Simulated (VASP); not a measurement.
# CdAu2S2 (P6_3/mmc) in VASP: single point with r2SCAN+rVV10

Aim: the single point of CdAu2S2 with r2SCAN+rVV10.

Program: VASP 6.6.1. These are calculated values, not measurements. Logs are shortened: lines on timing, memory, paths and dates and some standing lists are left out, and cuts for length are marked.

## Step 1: The cell of the first run

It takes space group P6_3/mmc (No. 194, hexagonal). The conventional cell has a = 4.180 Å, b = 4.180 Å, c = 14.688 Å, α = 90.00°, β = 90.00°, γ = 120.00°. Cd (site symmetry -3m) has 6 Au at 2.93 Å and 6 S at 3.09 Å within 3.9 Å. Within 3.2 Å of Au (site symmetry 3m) lie 3 S at 2.43 Å and 3 Cd at 2.93 Å. S (site symmetry 3m) has 3 Au at 2.43 Å and 3 Cd at 3.09 Å within 3.2 Å.

## Step 2: Single point, r2SCAN+rVV10

The input, POSCAR:

```
CdAu2S2
1.0
    4.1795963289      0.0000000000      0.0000000000
   -2.0897981645      3.6196365984      0.0000000000
    0.0000000000      0.0000000000     14.6876203055
Cd Au S
2 4 4
Direct
    0.0000000000      0.0000000000      0.0000000000
    0.0000000000      0.0000000000      0.5000000000
    0.6666666667      0.3333333333      0.8866546611
    0.3333333333      0.6666666667      0.1133453389
    0.3333333333      0.6666666667      0.3866546611
    0.6666666667      0.3333333333      0.6133453389
    0.6666666667      0.3333333333      0.3683564533
    0.3333333333      0.6666666667      0.6316435467
    0.3333333333      0.6666666667      0.8683564533
    0.6666666667      0.3333333333      0.1316435467
```

The input, INCAR.step1:

```
SYSTEM = CdAu2S2
PREC = Accurate ; ENCUT = 520
ISMEAR = -1 ; SIGMA = 0.03
LREAL = .FALSE. ; LASPH = .TRUE.
NELM = 80 ; NBANDS = 57
GGA = PE ; ALGO = Normal
EDIFF = 1E-4 ; LWAVE = .TRUE.
LCHARG = .FALSE.
```

The input, INCAR.step2:

```
SYSTEM = CdAu2S2
PREC = Accurate ; ENCUT = 520
EDIFF = 1E-7 ; ISMEAR = -1
SIGMA = 0.03 ; LREAL = .FALSE.
LASPH = .TRUE. ; NELM = 80
ALGO = Normal ; ISIF = 2
LWAVE = .FALSE. ; LCHARG = .FALSE.
METAGGA = R2SCAN ; LMIXTAU = .TRUE.
LUSE_VDW = .TRUE. ; IVDW_NL = 2
BPARAM = 11.95 ; CPARAM = 0.0093
NBANDS = 57 ; ISTART = 1
```

The input, KPOINTS:

```
regular mesh
0
G
  6 6 2
  0 0 0
```

Potentials or basis: VASP PAW PBE potentials, release 64 (Cd, Au, S).

On the command line:

```
$ cat potpaw_PBE.64/Cd/POTCAR potpaw_PBE.64/Au/POTCAR potpaw_PBE.64/S/POTCAR > POTCAR
$ cp INCAR.step1 INCAR
$ mpirun -np 1 vasp_std > vasp.out
$ cp INCAR.step2 INCAR
$ mpirun -np 1 vasp_std > vasp.out
```

OUTCAR:

```text
SYSTEM = CdAu2S2
   PREC = Accurate
   ENCUT = 520
   EDIFF = 1E-7
   ISMEAR = -1
   LREAL = .FALSE.
   LASPH = .TRUE.
   NELM = 80
   ISIF = 2
   METAGGA = R2SCAN
   IVDW_NL = 2
   BPARAM = 11.95
   ISTART = 1

 ion  position               nearest neighbor table
   1  0.000  0.000  0.000-   3 2.93   4 2.93   3 2.93   4 2.93   3 2.93   4 2.93   9 3.09  10 3.09
                            10 3.09   9 3.09   9 3.09  10 3.09
   2  0.000  0.000  0.500-   5 2.93   6 2.93   6 2.93   5 2.93   6 2.93   5 2.93   7 3.09   8 3.09
                             7 3.09   8 3.09   8 3.09   7 3.09
   3  0.667  0.333  0.887-   9 2.43   9 2.43   9 2.43   1 2.93   1 2.93   1 2.93
   4  0.333  0.667  0.113-  10 2.43  10 2.43  10 2.43   1 2.93   1 2.93   1 2.93
   5  0.333  0.667  0.387-   7 2.43   7 2.43   7 2.43   2 2.93   2 2.93   2 2.93
   6  0.667  0.333  0.613-   8 2.43   8 2.43   8 2.43   2 2.93   2 2.93   2 2.93
   7  0.667  0.333  0.368-   5 2.43   5 2.43   5 2.43   2 3.09   2 3.09   2 3.09
   8  0.333  0.667  0.632-   6 2.43   6 2.43   6 2.43   2 3.09   2 3.09   2 3.09
   9  0.333  0.667  0.868-   3 2.43   3 2.43   3 2.43   1 3.09   1 3.09   1 3.09
  10  0.667  0.333  0.132-   4 2.43   4 2.43   4 2.43   1 3.09   1 3.09   1 3.09

  LATTYP: Found a hexagonal cell.
 ALAT       =     4.1795963289
 C/A-ratio  =     3.5141241282

  Lattice vectors:

 A1 = (   4.1795963289,   0.0000000000,   0.0000000000)
 A2 = (  -2.0897981645,   3.6196365984,   0.0000000000)
 A3 = (   0.0000000000,   0.0000000000,  14.6876203055)

Analysis of symmetry for initial positions (statically):
=====================================================================
 Subroutine PRICEL returns:
 Original cell was already a primitive cell.

 Routine SETGRP: Setting up the symmetry group for a
 hexagonal supercell.

 Subroutine GETGRP returns: Found 24 space group operations
 (whereof 12 operations were pure point group operations)
 out of a pool of 24 trial point group operations.

The static configuration has the point symmetry D_3d.
 The point group associated with its full space group is D_6h.

Analysis of symmetry for dynamics (positions and initial velocities):
=====================================================================
 Subroutine PRICEL returns:
 Original cell was already a primitive cell.

 Routine SETGRP: Setting up the symmetry group for a
 hexagonal supercell.

 Subroutine GETGRP returns: Found 24 space group operations
 (whereof 12 operations were pure point group operations)
 out of a pool of 24 trial point group operations.

The dynamic configuration has the point symmetry D_3d.
 The point group associated with its full space group is D_6h.

 Subroutine INISYM returns: Found 24 space group operations
 (whereof 12 operations are pure point group operations),
 and found     1 'primitive' translations

----------------------------------------------------------------------------------------

                                     Primitive cell

  volume of cell :     222.2034

  direct lattice vectors                    reciprocal lattice vectors
     4.179596329  0.000000000  0.000000000     0.239257555  0.138135414  0.000000000
    -2.089798164  3.619636598  0.000000000     0.000000000  0.276270828  0.000000000
     0.000000000  0.000000000 14.687620305     0.000000000  0.000000000  0.068084549

  length of vectors
     4.179596329  4.179596329 14.687620305     0.276270828  0.276270828  0.068084549

  position of ions in fractional coordinates (direct lattice)
     0.000000000  0.000000000  0.000000000
     0.000000000  0.000000000  0.500000000
     0.666666667  0.333333333  0.886654661
     0.333333333  0.666666667  0.113345339
     0.333333333  0.666666667  0.386654661
     0.666666667  0.333333333  0.613345339
     0.666666667  0.333333333  0.368356453
     0.333333333  0.666666667  0.631643547
     0.333333333  0.666666667  0.868356453
     0.666666667  0.333333333  0.131643547

  ion indices of the primitive-cell ions
   primitive index   ion index
                 1           1
                 2           2
                 3           3
                 4           4
                 5           5
                 6           6
                 7           7
                 8           8
                 9           9
                10          10

----------------------------------------------------------------------------------------

 KPOINTS: regular mesh

Automatic generation of k-mesh.
 Grid dimensions read from file:
 generate k-points for:    6    6    2

 Generating k-lattice:

  Cartesian coordinates                     Fractional coordinates (reciprocal lattice)
     0.039876259  0.023022569  0.000000000     0.166666667  0.000000000  0.000000000
     0.000000000  0.046045138  0.000000000     0.000000000  0.166666667  0.000000000
     0.000000000  0.000000000  0.034042274     0.000000000  0.000000000  0.500000000

  Length of vectors
     0.046045138  0.046045138  0.034042274

  Shift w.r.t. Gamma in fractional coordinates (k-lattice)
     0.000000000  0.000000000  0.000000000

 Subroutine IBZKPT returns following result:
 ===========================================

 Found     14 irreducible k-points:

 Following reciprocal coordinates:
            Coordinates               Weight
  0.000000  0.000000  0.000000      1.000000
  0.166667 -0.000000  0.000000      6.000000
  0.333333 -0.000000  0.000000      6.000000
  0.500000  0.000000  0.000000      3.000000
  0.166667  0.166667  0.000000      6.000000
  0.333333  0.166667  0.000000     12.000000
  0.333333  0.333333  0.000000      2.000000
  0.000000  0.000000  0.500000      1.000000
  0.166667 -0.000000  0.500000      6.000000
  0.333333 -0.000000  0.500000      6.000000
  0.500000  0.000000  0.500000      3.000000
  0.166667  0.166667  0.500000      6.000000
  0.333333  0.166667  0.500000     12.000000
  0.333333  0.333333  0.500000      2.000000
   k-points           NKPTS =     14   k-points in BZ     NKDIM =     14   number of bands    NBANDS=     57
   number of dos      NEDOS =    301   number of ions     NIONS =     10
   total plane-waves  NPLWV = 114688
   dimension x,y,z NGX =    32 NGY =   32 NGZ =  112
   dimension x,y,z NGXF=    64 NGYF=   64 NGZF=  224
   ions per type =               2   4   4
   NGX,Y,Z   is equivalent  to a cutoff of  12.73, 12.73, 12.68 a.u.
   NGXF,Y,Z  is equivalent  to a cutoff of  25.46, 25.46, 25.35 a.u.
 SYSTEM =  CdAu2S2
   PREC   = accura    normal or accurate (medium, high low for compatibility)
   ISTART =      1    job   : 0-new  1-cont  2-samecut
   ICHARG =      0    charge: 1-file 2-atom 10-const
   ISPIN  =      1    spin polarized calculation?
   LNONCOLLINEAR =      F non collinear calculations
   LSORBIT =      F    spin-orbit coupling
   LASPH  =      T    aspherical Exc in radial PAW
   ENCUT  =  520.0 eV  38.22 Ry    6.18 a.u.   7.77  7.77 27.31*2*pi/ulx,y,z
   NELM   =     80;   NELMIN=  2; NELMDL=  0     # of ELM steps
   EDIFF  = 0.1E-06   stopping-criterion for ELM
   LREAL  =      F    real-space projection
   EDIFFG = 0.1E-05   stopping-criterion for IOM
   NSW    =      0    number of steps for IOM
   IBRION =     -1    ionic relax: 0-MD 1-quasi-New 2-CG
   NFREE  =      0    steps in history (QN), initial steepest desc. (CG)
   ISIF   =      2    stress and relaxation
   ISYM   =      2    0-nonsym 1-usesym 2-fastsym
   POTIM  = 0.5000    time-step for ionic-motion
   TEBEG  =    0.0;   TEEND  =   0.0 temperature during run
   PSTRESS=    0.0 pullay stress
   NELECT =      92.0000    total number of electrons
   NUPDOWN=      -1.0000    fix difference up-down
   EMIN   =  10.00;   EMAX   =-10.00  energy-range for DOS
   EFERMI =   0.00;   METHOD = LEGACY
   ISMEAR =    -1;   SIGMA  =   0.03  broadening in eV -4-tet -1-fermi 0-gaus
   EFERMI_NEDOS =   21; number of points for ismear=-14 and -15
   IALGO  =     38    algorithm
   IMIX   =      4    mixing-type and parameters
     AMIX     =   0.40;   BMIX     =  1.00
     AMIX_MAG =   1.60;   BMIX_MAG =  1.00
  volume/ion in A,a.u.               =      22.22       149.95
  Fermi-wavevector in a.u.,A,eV,Ry     =   1.220171  2.305788 20.256572  1.488816
  Thomas-Fermi vector in A             =   2.355397
   LORBIT       =      0    0 simple, 1 ext, 2 COOP (PROOUT), +10 PAW based schemes
   METAGGA = R2SCAN    functional components
   LHFCALC =     F    Hartree Fock is set to
   AEXX    =    0.0000 exact exchange contribution
   IVDW_NL    =     2    kernel type
   BPARAM     =11.9500
   IVDW    =     0    specifies the selected vdW correction
   LEPSILON=     F    determine dielectric tensor
   LRPA    =     F    only Hartree local field effects (RPA)
 non-spin polarized calculation
  energy-cutoff  :      520.00
  volume of cell :      222.20
 maximum number of plane-waves:      6049
 NGX is ok and might be reduce to    32
   NGX = 15   NGY = 15   NGZ = 55

 number of electron      91.9999998 magnetization

 Free energy of the ion-electron system (eV)
  ---------------------------------------------------
  ext. energy  EPLUGINS =         0.00000000
  ---------------------------------------------------
  free energy    TOTEN  =      -271.95355755 eV

  energy without entropy =     -271.94839938  energy(sigma->0) =     -271.95097846

 E-fermi :   4.6805     XC(G=0): -10.7460

 val. band max:        4.5784103734   @ k =   0.1667  -0.0000   0.0000
 cond. band min:       4.6942009841   @ k =   0.0000   0.0000   0.0000
 fundamental gap:      0.1157906107
 Fermi energy:         4.6805125678

 k-point     1 :       0.0000    0.0000    0.0000
  band No.  band energies     occupation
      1     -10.1966      2.00000
      2     -10.0408      2.00000
      3      -9.9752      2.00000
      4      -9.8031      2.00000
      5      -5.1096      2.00000
      6      -5.1096      2.00000
[... 829 lines left out ...]
     56       9.9755      0.00000
     57      11.0263      0.00000

------------------------ aborting loop because EDIFF is reached ----------------------------------------

  FORCE on cell =-STRESS in cart. coord.  units (eV):
  Direction    XX          YY          ZZ          XY          YZ          ZX
  --------------------------------------------------------------------------------------
  -------------------------------------------------------------------------------------
  Total        0.2645266      0.2645266      0.4610151     -0.0000000      0.0000000     -0.0000000
  in kB        1.9073446      1.9073446      3.3241071     -0.0000000      0.0000000     -0.0000000
  external PRESSURE =       2.3795988 kB  Pullay stress =       0.0000000 kB

 VOLUME and BASIS-vectors are now :
 -----------------------------------------------------------------------------
  energy-cutoff  :      520.00
  volume of cell :      222.20
      direct lattice vectors                 reciprocal lattice vectors
     4.179596329  0.000000000  0.000000000     0.239257555  0.138135414  0.000000000
    -2.089798164  3.619636598  0.000000000     0.000000000  0.276270828  0.000000000
     0.000000000  0.000000000 14.687620305     0.000000000  0.000000000  0.068084549

 POSITION                                       TOTAL-FORCE (eV/Angst)
 -----------------------------------------------------------------------------------
      0.00000      0.00000      0.00000        -0.000000      0.000000      0.000000
      0.00000      0.00000      7.34381        -0.000000      0.000000      0.000000
      2.08980      1.20655     13.02285         0.000000     -0.000000     -0.046779
     -0.00000      2.41309      1.66477        -0.000000      0.000000      0.046779
     -0.00000      2.41309      5.67904        -0.000000      0.000000     -0.046779
      2.08980      1.20655      9.00858         0.000000     -0.000000      0.046779
      2.08980      1.20655      5.41028         0.000000      0.000000     -0.019793
     -0.00000      2.41309      9.27734        -0.000000     -0.000000      0.019793
     -0.00000      2.41309     12.75409        -0.000000      0.000000     -0.019793
      2.08980      1.20655      1.93353         0.000000      0.000000      0.019793
 -----------------------------------------------------------------------------------
    total drift:                               -0.000000      0.000000      0.000000

  FREE ENERGIE OF THE ION-ELECTRON SYSTEM (eV)
  ---------------------------------------------------
  free  energy   TOTEN  =      -271.9535575453 eV

  energy  without entropy=     -271.9483993771  energy(sigma->0) =     -271.95097846
```

It took 28 min on 1 thread of Intel Xeon Platinum 8175M at 2.50GHz (Skylake/Cascade Lake), shared host; peak memory 0.85 GiB.

What came out:

```
Free energy            : -271.9536 eV
Pressure               : 0.2 GPa
Largest force          : 0.047 eV/Å
Band gap on the k mesh : zero (bands 46 and 47 overlap by 0.16 eV)
```

Forces in eV/Å, atoms in the order of the input:
```
Cd   0.000  0.000  0.000
Cd   0.000  0.000  0.000
Au   0.000  0.000 -0.047
Au   0.000  0.000  0.047
Au   0.000  0.000 -0.047
Au   0.000  0.000  0.047
S    0.000  0.000 -0.020
S    0.000  0.000  0.020
S    0.000  0.000 -0.020
S    0.000  0.000  0.020
```

Caveat: the PAW data sets were made with another functional, which shifts forces and pressure a little; spin-orbit coupling is left out, which moves the levels of the heavy elements.
